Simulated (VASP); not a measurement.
# Ti12O in VASP: notebook, part 2 of 2

VASP 6.6.1. Earlier steps stand in the parts before.

### Step 3. Single point, PBE

File INCAR:

```
PREC = Accurate
ENCUT = 520
EDIFF = 1E-6
ISMEAR = 0
SIGMA = 0.1
LREAL = F
LASPH = T
NELM = 60
ALGO = Normal
ISIF = 2
LWAVE = F
LCHARG = T
LDIPOL = T
IDIPOL = 3
DIPOL = 0.5 0.5 0.315
GGA = PE
LELF = T
LVHAR = T
LVACPOTAV = T
NBANDS = 87
```

File KPOINTS:

```
Automatic mesh
0
Gamma
  5 5 1
```

File POSCAR:

```
Ti12O
1.0
    5.8150893847      0.0000000000      0.0000000000
    0.0000000000      5.8150893847      0.0000000000
    0.0000000000      0.0000000000     19.3059825436
Ti O
12 1
Direct
    0.2500000000      0.2500000000      0.2071896621
    0.2500000000      0.7500000000      0.2071896621
    0.7500000000      0.2500000000      0.2071896621
    0.7500000000      0.7500000000      0.2071896621
    0.0000000000      0.0000000000      0.3057583574
    0.0000000000      0.5000000000      0.3057583574
    0.5000000000      0.0000000000      0.3057583574
    0.5000000000      0.5000000000      0.3057583574
    0.2500000000      0.2500000000      0.4043297214
    0.2500000000      0.7500000000      0.4043297214
    0.7500000000      0.2500000000      0.4043297214
    0.7500000000      0.7500000000      0.4043297214
    0.5000000000      0.5000000000      0.4246906942
```

Potentials or basis: VASP PAW PBE potentials, release 64 (Ti_sv, O).

Started as:

```bash
cat potpaw_PBE.64/Ti_sv/POTCAR potpaw_PBE.64/O/POTCAR > POTCAR
mpirun -np 1 vasp_std > vasp.out
```

OUTCAR:

```text
PREC = Accurate
   ENCUT = 520
   EDIFF = 1E-6
   ISMEAR = 0
   LREAL = F
   LASPH = T
   NELM = 60
   ISIF = 2
   GGA = PE

 ion  position               nearest neighbor table
   1  0.250  0.250  0.207-   5 2.80   6 2.80   7 2.80   8 2.80   2 2.91   3 2.91   2 2.91   3 2.91

   2  0.250  0.750  0.207-   5 2.80   6 2.80   7 2.80   8 2.80   1 2.91   4 2.91   1 2.91   4 2.91

   3  0.750  0.250  0.207-   5 2.80   6 2.80   7 2.80   8 2.80   1 2.91   4 2.91   4 2.91   1 2.91

   4  0.750  0.750  0.207-   5 2.80   6 2.80   7 2.80   8 2.80   2 2.91   3 2.91   3 2.91   2 2.91

   5  0.000  0.000  0.306-   1 2.80   2 2.80   3 2.80   4 2.80   9 2.80  10 2.80  11 2.80  12 2.80
                             6 2.91   7 2.91   6 2.91   7 2.91
   6  0.000  0.500  0.306-   1 2.80   2 2.80   3 2.80   4 2.80   9 2.80  10 2.80  11 2.80  12 2.80
                             5 2.91   8 2.91   5 2.91   8 2.91
   7  0.500  0.000  0.306-   1 2.80   2 2.80   3 2.80   4 2.80   9 2.80  10 2.80  11 2.80  12 2.80
                             5 2.91   8 2.91   8 2.91   5 2.91
   8  0.500  0.500  0.306-  13 2.30   2 2.80   3 2.80   4 2.80   1 2.80  10 2.80  11 2.80  12 2.80
                             9 2.80   7 2.91   6 2.91   7 2.91   6 2.91
   9  0.250  0.250  0.404-  13 2.09   6 2.80   7 2.80   8 2.80   5 2.80  11 2.91  10 2.91  10 2.91
                            11 2.91
  10  0.250  0.750  0.404-  13 2.09   6 2.80   7 2.80   8 2.80   5 2.80  12 2.91   9 2.91   9 2.91
                            12 2.91
  11  0.750  0.250  0.404-  13 2.09   6 2.80   7 2.80   8 2.80   5 2.80  12 2.91   9 2.91  12 2.91
                             9 2.91
  12  0.750  0.750  0.404-  13 2.09   6 2.80   7 2.80   8 2.80   5 2.80  11 2.91  10 2.91  11 2.91
                            10 2.91
  13  0.500  0.500  0.425-   9 2.09  10 2.09  11 2.09  12 2.09   8 2.30

  LATTYP: Found a simple tetragonal cell.
 ALAT       =     5.8150893847
 C/A-ratio  =     3.3199803591

  Lattice vectors:

 A1 = (   5.8150893847,   0.0000000000,   0.0000000000)
 A2 = (   0.0000000000,   5.8150893847,   0.0000000000)
 A3 = (   0.0000000000,   0.0000000000,  19.3059825436)

Analysis of symmetry for initial positions (statically):
[... 172 lines left out ...]

 Free energy of the ion-electron system (eV)
  ---------------------------------------------------
  ext. energy  EPLUGINS =         0.00000000
  ---------------------------------------------------
  free energy    TOTEN  =       -97.50397133 eV

  energy without entropy =      -97.37044992  energy(sigma->0) =      -97.43721062

 E-fermi :   0.3033     XC(G=0):  -4.7525

 val. band max:        0.2999718107   @ k =   0.4000   0.2000   0.0000
 cond. band min:       0.3070752705   @ k =   0.4000   0.0000   0.0000
 fundamental gap:      0.0071034599
 Fermi energy:         0.3033163680

 k-point     1 :       0.0000    0.0000    0.0000
  band No.  band energies     occupation
      1     -56.6501      2.00000
      2     -56.5998      2.00000
      3     -56.5998      2.00000
      4     -56.5591      2.00000
      5     -56.4948      2.00000
      6     -56.4442      2.00000
[... 529 lines left out ...]
     86       1.2653      0.00000
     87       1.2761      0.00000

------------------------ aborting loop because EDIFF is reached ----------------------------------------

  FORCE on cell =-STRESS in cart. coord.  units (eV):
  Direction    XX          YY          ZZ          XY          YZ          ZX
  --------------------------------------------------------------------------------------
  -------------------------------------------------------------------------------------
  Total       -4.9730559     -4.9730559      0.8272720      0.0000000      0.0000000      0.0000000
  in kB      -12.2047595    -12.2047595      2.0302720      0.0000000      0.0000000      0.0000000
  external PRESSURE =      -7.4597490 kB  Pullay stress =       0.0000000 kB

 VOLUME and BASIS-vectors are now :
 -----------------------------------------------------------------------------
  energy-cutoff  :      520.00
  volume of cell :      652.84
      direct lattice vectors                 reciprocal lattice vectors
     5.815089385  0.000000000  0.000000000     0.171966402  0.000000000  0.000000000
     0.000000000  5.815089385  0.000000000     0.000000000  0.171966402  0.000000000
     0.000000000  0.000000000 19.305982544     0.000000000  0.000000000  0.051797416

 POSITION                                       TOTAL-FORCE (eV/Angst)
 -----------------------------------------------------------------------------------
      1.45377      1.45377      4.00000         0.100243      0.100243      0.046477
      1.45377      4.36132      4.00000         0.100243     -0.100243      0.046477
      4.36132      1.45377      4.00000        -0.100243      0.100243      0.046477
      4.36132      4.36132      4.00000        -0.100243     -0.100243      0.046477
      0.00000      0.00000      5.90297         0.000000      0.000000     -0.191262
      0.00000      2.90754      5.90297        -0.000000     -0.000000     -0.241610
      2.90754      0.00000      5.90297         0.000000      0.000000     -0.241610
      2.90754      2.90754      5.90297         0.000000      0.000000     -0.180998
      1.45377      1.45377      7.80598         0.017853      0.017853      0.160066
      1.45377      4.36132      7.80598         0.017853     -0.017853      0.160066
      4.36132      1.45377      7.80598        -0.017853      0.017853      0.160066
      4.36132      4.36132      7.80598        -0.017853     -0.017853      0.160066
      2.90754      2.90754      8.19907         0.000000     -0.000000      0.029305
 -----------------------------------------------------------------------------------
    total drift:                                0.000000     -0.000000     -0.000312

  FREE ENERGIE OF THE ION-ELECTRON SYSTEM (eV)
  ---------------------------------------------------
  free  energy   TOTEN  =       -97.5039713283 eV

  energy  without entropy=      -97.3704499178  energy(sigma->0) =      -97.43721062

 vacuum level on the upper side and lower side of the slab         3.988         4.123
```

It took 19 min on 1 thread of Oxide Virtual Turin-like, shared host; peak memory 0.72 GiB.

What came out:

| Item | Value |
| --- | --- |
| Free energy | -97.5040 eV |
| Largest force | 0.242 eV/Å |
| Band gap on the k mesh | zero (band 75 reaches 0.41 eV, above the bottom of band 76 at 0.14 eV) |

Forces in eV/Å, atoms in the order of the input:
```
Ti   0.100  0.100  0.046
Ti   0.100 -0.100  0.046
Ti  -0.100  0.100  0.046
Ti  -0.100 -0.100  0.046
Ti   0.000  0.000 -0.191
Ti   0.000  0.000 -0.242
Ti   0.000  0.000 -0.242
Ti   0.000  0.000 -0.181
Ti   0.018  0.018  0.160
Ti   0.018 -0.018  0.160
Ti  -0.018  0.018  0.160
Ti  -0.018 -0.018  0.160
O    0.000  0.000  0.029
```
